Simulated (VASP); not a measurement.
Crystal: MgO.

```
CELL_PARAMETERS angstrom
0.00000 3.55391 2.95471
2.03791 0.00000 2.95471
2.03791 3.55391 0.00000
ATOMIC_POSITIONS crystal
Mg 0.20794 0.70794 0.29206
Mg 0.70794 0.20794 0.79206
O 0.16667 0.50000 0.83333
O 0.50000 0.16667 0.50000
```

The cell was generated, and may not be a known phase.

```yaml
Program: VASP 6.6.1
Task: relaxation of cell and atoms
Functional: PBE
Potentials_or_basis: VASP PAW PBE potentials, release 64 (Mg_sv, O_h)
Cutoff: 1340 eV
k_mesh: 6 × 6 × 6
Occupations: gaussian, width 0.1 eV
Spin: no spin polarisation
```

At the start: pressure 47.5 GPa; volume 10.70 Å³/atom.

Task: Where does the relaxation end?

Result: Over 26 steps the energy falls by 2838.1 meV/atom and the volume is 15.39 Å³/atom (+43.8 %); space group Fmm2 (No. 42, to 0.1 Å) before, P4/mmm (No. 123, to 0.1 Å).

The path:
| step | energy change (eV) | largest force (eV/Å) | pressure (GPa) | volume (Å³) |
| --- | --- | --- | --- | --- |
| 1 | 0.0000 | 5.0129 | 47.54 | 42.80 |
| 2 | -5.4633 | 1.2558 | -17.11 | 64.12 |
| 3 | -5.4667 | 1.2989 | -16.72 | 63.64 |
| 4 | -8.0148 | 1.2008 | -22.24 | 59.40 |
| 5 | -8.4924 | 1.1095 | -23.26 | 61.20 |
| 6 | -8.4364 | 1.0783 | -23.17 | 61.72 |
| 7 | -10.1107 | 1.2672 | 13.53 | 44.52 |
| 8 | -10.3568 | 1.1573 | -1.31 | 48.08 |
| 9 | -10.5556 | 0.6525 | 3.23 | 47.04 |
| 10 | -10.5558 | 0.6388 | 3.41 | 47.00 |
| 11 | -10.6766 | 0.6118 | 2.01 | 48.17 |
| 12 | -10.7854 | 0.8244 | -1.22 | 50.55 |
| 13 | -10.8565 | 0.8179 | -0.79 | 51.01 |
| 14 | -11.0287 | 0.7818 | 0.00 | 52.38 |
| 15 | -11.0708 | 0.8808 | -1.27 | 55.09 |
| 16 | -11.1135 | 0.7744 | -0.24 | 53.87 |
| 17 | -11.1900 | 0.4683 | 1.87 | 53.82 |
| 18 | -11.2139 | 0.3063 | 4.28 | 53.75 |
| 19 | -11.2611 | 0.3038 | 2.58 | 55.32 |
| 20 | -11.3056 | 0.5027 | -0.78 | 58.99 |
| 21 | -11.3383 | 0.2461 | 0.24 | 59.82 |
| 22 | -11.3406 | 0.2428 | 0.65 | 60.12 |
| 23 | -11.3488 | 0.1839 | 0.29 | 60.83 |
| 24 | -11.3511 | 0.1331 | -0.01 | 61.46 |
| 25 | -11.3522 | 0.0413 | -0.06 | 61.59 |
| 26 | -11.3523 | 0.0119 | -0.06 | 61.56 |

Final structure:
```cif
data_structure
_symmetry_space_group_name_H-M 'P 1'
_symmetry_Int_Tables_number 1
_cell_length_a 4.7975
_cell_length_b 4.7826
_cell_length_c 3.9872
_cell_angle_alpha 65.600
_cell_angle_beta 65.211
_cell_angle_gamma 49.189
_cell_volume 61.56
loop_
_atom_site_label
_atom_site_type_symbol
_atom_site_fract_x
_atom_site_fract_y
_atom_site_fract_z
_atom_site_occupancy
Mg1 Mg 0.14561 0.64588 0.35412 1
Mg2 Mg 0.64588 0.14561 0.85439 1
O1 O 0.14559 0.64546 0.85441 1
O2 O 0.64546 0.14559 0.35454 1
```

Caveat: the volume moved by over 15 % at a fixed basis, so the end points are rough.
